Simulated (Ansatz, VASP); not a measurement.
**One calculation of MgCr, two programs**

```
Mg Cr
1.0
     3.32359    0.00000    0.00000
     0.00000    3.32359    0.00000
     0.00000    0.00000    3.32359
Mg Cr
1 1
Direct
  0.00000 0.00000 0.00000
  0.50000 0.50000 0.50000
```

Alike in both runs: functional PBE; k mesh 16 × 16 × 16; occupations gaussian, width 0.1 eV; collinear spin.

Ansatz relaxed the structure, and its values are those at the end. VASP's run is a single point on that final structure, the one shown.

|  | VASP | Ansatz |
| --- | --- | --- |
| version | VASP 6.6.1 | Ansatz 0.2.0 |
| potentials or method | VASP PAW PBE potentials, release 64 (Mg, Cr_pv), cutoff 520 eV | scalar-relativistic, plane waves, PAW |
| valence electrons in the cell | 14 | 24 |

|  | VASP | Ansatz | Ansatz less VASP |
| --- | --- | --- | --- |
| gap on the k mesh at the Fermi level (eV) | none | none | - |
| pressure (GPa) | -0.1 | 0.0 | +0.05 |
| net moment per atom (μB) | 1.90 | 1.90 | -0.001 |
| size of the moment on the site where the two differ most (μB) | 3.48 | 3.50 | +0.019 |

Site moments also hang on the region over which each program counts them. A gap of «none» marks a metal or a gap that the smearing closes. The functional is the same, so the differences come from potentials, cutoffs and numerics. VASP's potentials hold 14 valence electrons a cell and Ansatz's 24, so a difference there can come from the potentials and not from the codes.
